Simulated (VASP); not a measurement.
SnO2, 6 atoms in the cell. Symmetry: P6_3/mmc, No. 194, hexagonal system. Conventional cell: a = 3.203 Å, b = 3.203 Å, c = 10.700 Å, α = 90.00°, β = 90.00°, γ = 120.00°. Sn (site symmetry -3m) has 6 O at 2.11 Å within 2.8 Å. Within 2.8 Å of O (site symmetry 3m) lie 3 Sn at 2.11 Å and 3 O at 2.73 Å. 

```yaml
Program: VASP 6.6.1
Task: single point
Functional: PBEsol
Potentials_or_basis: VASP PAW PBE potentials, release 64 (Sn_d, O)
Cutoff: 520 eV
k_mesh: 12 × 12 × 2
Occupations: methfessel-paxton, width 0.1 eV
Spin: no spin polarisation
Dipole_correction: no
Further_INCAR_settings: ALGO = Normal; EDIFF = 1e-07; NBANDS = 35
```

Potentials or basis: VASP PAW PBE potentials, release 64 (Sn_d, O).

Launch:

```sh
$ cat potpaw_PBE.64/Sn_d/POTCAR potpaw_PBE.64/O/POTCAR > POTCAR
$ mpirun -np 1 vasp_std > vasp.out
```

Hardware: 1 thread of Intel(R) Xeon(R) 6975P-C (Granite Rapids) (shared host).

Task: How long does it take, and how much memory?

Result: Run time: 42 s on 1 thread of Intel(R) Xeon(R) 6975P-C (Granite Rapids), on a shared host, peak memory 0.25 GiB. Counts: scf iterations 15, k points 38.
